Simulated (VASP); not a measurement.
# MgCd3Te2 (R-3m) in VASP: single point with PBE

Aim: the single point of MgCd3Te2 with PBE.

Everything below comes from runs of VASP 6.6.1. Logs are shortened: lines on timing, memory, paths and dates and some standing lists are left out, and cuts for length are marked.

## (1) The cell of the first run

It takes space group R-3m (No. 166, trigonal). The conventional cell has a = 5.499 Å, b = 5.499 Å, c = 18.740 Å, α = 90.00°, β = 90.00°, γ = 120.00°. Within 4.1 Å of Mg (site symmetry -3m) lie 2 Te at 3.08 Å and 6 Cd at 3.18 Å. Within 4.1 Å of Cd (site symmetry 3m) lie 1 Te at 3.12 Å and 4 Cd at 3.17 to 3.18 Å and 3 Mg at 3.18 Å. Cd (site symmetry -3m) has 2 Cd at 3.17 Å and 6 Te at 3.18 Å within 4.2 Å. Within 4.1 Å of Te (site symmetry 3m) lie 1 Mg at 3.08 Å and 4 Cd at 3.12 to 3.18 Å and 3 Te at 3.18 Å.

The cell was generated, and may not be a known phase.

## (2) Single point, PBE

INCAR

```
  PREC = Accurate
  ENCUT = 520
  EDIFF = 1E-6
  ISMEAR = 0
  SIGMA = 0.1
  LREAL = F
  LASPH = T
  NELM = 80
  ALGO = Fast
  ISIF = 2
  LWAVE = F
  LCHARG = F
  GGA = PE
  NBANDS = 34
```

KPOINTS

```
Automatic mesh
0
Gamma
  12 12 12
```

POSCAR

```
MgCd3Te2
1.0
    2.7495196828      1.5874359290      6.2467920266
   -2.7495196828      1.5874359290      6.2467920266
    0.0000000000     -3.1748718581      6.2467920266
Mg Cd Te
1 3 2
Direct
    0.0000000000      0.0000000000      0.0000000000
    0.6692082258      0.6692082258      0.6692082258
    0.3307917742      0.3307917742      0.3307917742
    0.5000000000      0.5000000000      0.5000000000
    0.8357854193      0.8357854193      0.8357854193
    0.1642145807      0.1642145807      0.1642145807
```

Potentials or basis: VASP PAW PBE potentials, release 64 (Mg, Cd, Te).

Command:

```sh
$ cat potpaw_PBE.64/Mg/POTCAR potpaw_PBE.64/Cd/POTCAR potpaw_PBE.64/Te/POTCAR > POTCAR
$ mpirun -np 1 vasp_std > vasp.out
```

OUTCAR:

```text
PREC = Accurate
   ENCUT = 520
   EDIFF = 1E-6
   ISMEAR = 0
   LREAL = F
   LASPH = T
   NELM = 80
   ISIF = 2
   GGA = PE

 ion  position               nearest neighbor table
   1  0.000  0.000  0.000-   5 3.08   6 3.08   2 3.18   2 3.18   3 3.18   3 3.18   2 3.18   3 3.18

   2  0.669  0.669  0.669-   5 3.12   4 3.17   1 3.18   1 3.18   1 3.18   3 3.18   3 3.18   3 3.18

   3  0.331  0.331  0.331-   6 3.12   4 3.17   1 3.18   1 3.18   1 3.18   2 3.18   2 3.18   2 3.18

   4  0.500  0.500  0.500-   2 3.17   3 3.17   6 3.18   6 3.18   5 3.18   5 3.18   6 3.18   5 3.18

   5  0.836  0.836  0.836-   1 3.08   2 3.12   4 3.18   4 3.18   4 3.18   6 3.18   6 3.18   6 3.18

   6  0.164  0.164  0.164-   1 3.08   3 3.12   4 3.18   4 3.18   4 3.18   5 3.18   5 3.18   5 3.18

  LATTYP: Found a trigonal (rhomboedric) cell.
 ALAT       =     7.0072977629
 COS(alpha) =     0.6920767253

  Lattice vectors:

 A1 = (   2.7495196828,   1.5874359290,   6.2467920266)
 A2 = (  -2.7495196828,   1.5874359290,   6.2467920266)
 A3 = (   0.0000000000,  -3.1748718581,   6.2467920266)

Analysis of symmetry for initial positions (statically):
=====================================================================
 Subroutine PRICEL returns:
 Original cell was already a primitive cell.

 Routine SETGRP: Setting up the symmetry group for a
 trigonal (rhombohedral) supercell.

 Subroutine GETGRP returns: Found 12 space group operations
 (whereof 12 operations were pure point group operations)
 out of a pool of 12 trial point group operations.

The static configuration has the point symmetry D_3d.

Analysis of symmetry for dynamics (positions and initial velocities):
=====================================================================
 Subroutine PRICEL returns:
 Original cell was already a primitive cell.

 Routine SETGRP: Setting up the symmetry group for a
 trigonal (rhombohedral) supercell.

 Subroutine GETGRP returns: Found 12 space group operations
 (whereof 12 operations were pure point group operations)
 out of a pool of 12 trial point group operations.

The dynamic configuration has the point symmetry D_3d.

 Subroutine INISYM returns: Found 12 space group operations
 (whereof 12 operations are pure point group operations),
 and found     1 'primitive' translations

----------------------------------------------------------------------------------------

                                     Primitive cell

  volume of cell :     163.5917

  direct lattice vectors                    reciprocal lattice vectors
     2.749519683  1.587435929  6.246792027     0.181849944  0.104991114  0.053360722
    -2.749519683  1.587435929  6.246792027    -0.181849944  0.104991114  0.053360722
     0.000000000 -3.174871858  6.246792027     0.000000000 -0.209982228  0.053360722

  length of vectors
     7.007297763  7.007297763  7.007297763     0.216656186  0.216656186  0.216656186

  position of ions in fractional coordinates (direct lattice)
     0.000000000  0.000000000  0.000000000
     0.669208226  0.669208226  0.669208226
     0.330791774  0.330791774  0.330791774
     0.500000000  0.500000000  0.500000000
     0.835785419  0.835785419  0.835785419
     0.164214581  0.164214581  0.164214581

  ion indices of the primitive-cell ions
   primitive index   ion index
                 1           1
                 2           2
                 3           3
                 4           4
                 5           5
                 6           6

----------------------------------------------------------------------------------------

 KPOINTS: Automatic mesh

Automatic generation of k-mesh.
 Grid dimensions read from file:
 generate k-points for:   12   12   12

 Generating k-lattice:

  Cartesian coordinates                     Fractional coordinates (reciprocal lattice)
     0.015154162  0.008749260  0.004446727     0.083333333 -0.000000000 -0.000000000
    -0.015154162  0.008749260  0.004446727    -0.000000000  0.083333333 -0.000000000
     0.000000000 -0.017498519  0.004446727    -0.000000000 -0.000000000  0.083333333

  Length of vectors
     0.018054682  0.018054682  0.018054682

  Shift w.r.t. Gamma in fractional coordinates (k-lattice)
     0.000000000  0.000000000  0.000000000

 Subroutine IBZKPT returns following result:
 ===========================================

 Found    189 irreducible k-points:

 Following reciprocal coordinates:
            Coordinates               Weight
  0.000000  0.000000  0.000000      1.000000
  0.083333  0.000000  0.000000      6.000000
  0.166667  0.000000  0.000000      6.000000
  0.250000  0.000000  0.000000      6.000000
  0.333333 -0.000000  0.000000      6.000000
  0.416667 -0.000000  0.000000      6.000000
[... 16 lines left out ...]
  0.500000  0.166667  0.000000     12.000000
 -0.416667  0.166667 -0.000000     12.000000
 [... further k-points ...]
   k-points           NKPTS =    189   k-points in BZ     NKDIM =    189   number of bands    NBANDS=     34
   number of dos      NEDOS =    301   number of ions     NIONS =      6
   total plane-waves  NPLWV = 157464
   dimension x,y,z NGX =    54 NGY =   54 NGZ =   54
   dimension x,y,z NGXF=   108 NGYF=  108 NGZF=  108
   ions per type =               1   3   2
   NGX,Y,Z   is equivalent  to a cutoff of  12.81, 12.81, 12.81 a.u.
   NGXF,Y,Z  is equivalent  to a cutoff of  25.62, 25.62, 25.62 a.u.
 SYSTEM =  unknown system
   PREC   = accura    normal or accurate (medium, high low for compatibility)
   ISTART =      0    job   : 0-new  1-cont  2-samecut
   ICHARG =      2    charge: 1-file 2-atom 10-const
   ISPIN  =      1    spin polarized calculation?
   LNONCOLLINEAR =      F non collinear calculations
   LSORBIT =      F    spin-orbit coupling
   LASPH  =      T    aspherical Exc in radial PAW
   ENCUT  =  520.0 eV  38.22 Ry    6.18 a.u.  13.03 13.03 13.03*2*pi/ulx,y,z
   NELM   =     80;   NELMIN=  2; NELMDL= -5     # of ELM steps
   EDIFF  = 0.1E-05   stopping-criterion for ELM
   LREAL  =      F    real-space projection
   EDIFFG = 0.1E-04   stopping-criterion for IOM
   NSW    =      0    number of steps for IOM
   IBRION =     -1    ionic relax: 0-MD 1-quasi-New 2-CG
   NFREE  =      0    steps in history (QN), initial steepest desc. (CG)
   ISIF   =      2    stress and relaxation
   ISYM   =      2    0-nonsym 1-usesym 2-fastsym
   POTIM  = 0.5000    time-step for ionic-motion
   TEBEG  =    0.0;   TEEND  =   0.0 temperature during run
   PSTRESS=    0.0 pullay stress
   NELECT =      50.0000    total number of electrons
   NUPDOWN=      -1.0000    fix difference up-down
   EMIN   =  10.00;   EMAX   =-10.00  energy-range for DOS
   EFERMI =   0.00;   METHOD = LEGACY
   ISMEAR =     0;   SIGMA  =   0.10  broadening in eV -4-tet -1-fermi 0-gaus
   EFERMI_NEDOS =   21; number of points for ismear=-14 and -15
   IALGO  =     68    algorithm
   IMIX   =      4    mixing-type and parameters
     AMIX     =   0.40;   BMIX     =  1.00
     AMIX_MAG =   1.60;   BMIX_MAG =  1.00
  volume/ion in A,a.u.               =      27.27       184.00
  Fermi-wavevector in a.u.,A,eV,Ry     =   1.102752  2.083898 16.545517  1.216061
  Thomas-Fermi vector in A             =   2.239199
   LORBIT       =      0    0 simple, 1 ext, 2 COOP (PROOUT), +10 PAW based schemes
   GGA     = PE    functional components
   LHFCALC =     F    Hartree Fock is set to
   AEXX    =    0.0000 exact exchange contribution
   IVDW    =     0    specifies the selected vdW correction
   LEPSILON=     F    determine dielectric tensor
   LRPA    =     F    only Hartree local field effects (RPA)
 non-spin polarized calculation
 RMM-DIIS sequential band-by-band and
 Gauss-broadening in eV      SIGMA  =   0.10
  energy-cutoff  :      520.00
  volume of cell :      163.59
 maximum number of plane-waves:      4429
 NGX is ok and might be reduce to    54
   NGX = 27   NGY = 27   NGZ = 27

 number of electron      50.0000000 magnetization

 Free energy of the ion-electron system (eV)
  ---------------------------------------------------
  ext. energy  EPLUGINS =         0.00000000
  ---------------------------------------------------
  free energy    TOTEN  =       -10.09463724 eV

  energy without entropy =      -10.08084377  energy(sigma->0) =      -10.08774051

 E-fermi :   3.7957     XC(G=0):  -9.6060

 val. band max:        3.7947926548   @ k =   0.0833   0.0833   0.0000
 cond. band min:       3.7997045127   @ k =   0.2500   0.1667   0.0833
 fundamental gap:      0.0049118579
 Fermi energy:         3.7956819662

 k-point     1 :       0.0000    0.0000    0.0000
  band No.  band energies     occupation
      1      -9.0253      2.00000
      2      -5.9488      2.00000
      3      -5.1787      2.00000
      4      -5.1146      2.00000
      5      -5.1146      2.00000
      6      -4.9525      2.00000
[... 26 lines left out ...]
     33      10.0820      0.00000
     34      10.2732      0.00000

 k-point     2 :       0.0833    0.0000    0.0000
  band No.  band energies     occupation
      1      -8.9902      2.00000
      2      -6.0695      2.00000
      3      -5.1778      2.00000
      4      -5.1085      2.00000
      5      -5.0449      2.00000
      6      -4.9581      2.00000
[... 26 lines left out ...]
     33       9.8164      0.00000
     34      10.0873      0.00000

 k-point     3 :       0.1667    0.0000    0.0000
  band No.  band energies     occupation
      1      -8.8867      2.00000
      2      -6.3407      2.00000
      3      -5.1766      2.00000
      4      -5.0916      2.00000
      5      -4.9729      2.00000
      6      -4.9523      2.00000
[... 26 lines left out ...]
     33       9.4293      0.00000
     34       9.7099      0.00000
[... 704 lines left out ...]
 k-point    23 :       0.5000    0.1667    0.0000
  band No.  band energies     occupation
      1      -8.1888      2.00000
      2      -7.3750      2.00000
      3      -5.1795      2.00000
      4      -5.0228      2.00000
      5      -5.0039      2.00000
      6      -4.9800      2.00000
[... 26 lines left out ...]
     33       9.1991      0.00000
     34       9.5071      0.00000

 k-point    24 :      -0.4167    0.1667   -0.0000
  band No.  band energies     occupation
      1      -8.0621      2.00000
      2      -7.5180      2.00000
      3      -5.1869      2.00000
      4      -5.0215      2.00000
      5      -5.0040      2.00000
      6      -4.9802      2.00000
[... 26 lines left out ...]
     33       9.3222      0.00000
     34       9.5184      0.00000

 [... further k-points ...]

------------------------ aborting loop because EDIFF is reached ----------------------------------------

  FORCE on cell =-STRESS in cart. coord.  units (eV):
  Direction    XX          YY          ZZ          XY          YZ          ZX
  --------------------------------------------------------------------------------------
  -------------------------------------------------------------------------------------
  Total        0.0382452      0.0382452      0.0466236      0.0000000     -0.0000000      0.0000000
  in kB        0.3745641      0.3745641      0.4566202      0.0000000     -0.0000000      0.0000000
  external PRESSURE =       0.4019162 kB  Pullay stress =       0.0000000 kB

 VOLUME and BASIS-vectors are now :
 -----------------------------------------------------------------------------
  energy-cutoff  :      520.00
  volume of cell :      163.59
      direct lattice vectors                 reciprocal lattice vectors
     2.749519683  1.587435929  6.246792027     0.181849944  0.104991114  0.053360722
    -2.749519683  1.587435929  6.246792027    -0.181849944  0.104991114  0.053360722
     0.000000000 -3.174871858  6.246792027     0.000000000 -0.209982228  0.053360722

 POSITION                                       TOTAL-FORCE (eV/Angst)
 -----------------------------------------------------------------------------------
      0.00000      0.00000      0.00000        -0.000000     -0.000000      0.000000
      0.00000     -0.00000     12.54121        -0.000000      0.000000     -0.000244
      0.00000     -0.00000      6.19916        -0.000000     -0.000000      0.000244
      0.00000     -0.00000      9.37019         0.000000     -0.000000      0.000000
      0.00000     -0.00000     15.66293        -0.000000     -0.000000      0.013102
      0.00000     -0.00000      3.07744        -0.000000      0.000000     -0.013102
 -----------------------------------------------------------------------------------
    total drift:                               -0.000000     -0.000000      0.000000

  FREE ENERGIE OF THE ION-ELECTRON SYSTEM (eV)
  ---------------------------------------------------
  free  energy   TOTEN  =       -10.0946372406 eV

  energy  without entropy=      -10.0808437705  energy(sigma->0) =      -10.08774051
```

Wall time 19 min (1 thread of Intel Xeon Platinum 8488C (Sapphire Rapids), shared host); peak memory 1.1 GiB.

Results:

* Free energy: -10.0946 eV
* Pressure: 0.0 GPa
* Largest force: 0.013 eV/Å
* Band gap on the k mesh: zero (bands 25 and 26 overlap by 0.23 eV)

Forces in eV/Å, atoms in the order of the input:
```
Mg   0.000  0.000  0.000
Cd   0.000  0.000  0.000
Cd   0.000  0.000  0.000
Cd   0.000  0.000  0.000
Te   0.000  0.000  0.013
Te   0.000  0.000 -0.013
```

Caveat: semilocal functionals underestimate gaps, and a narrow one can read as zero; spin-orbit coupling is left out, which moves the levels of the heavy elements.
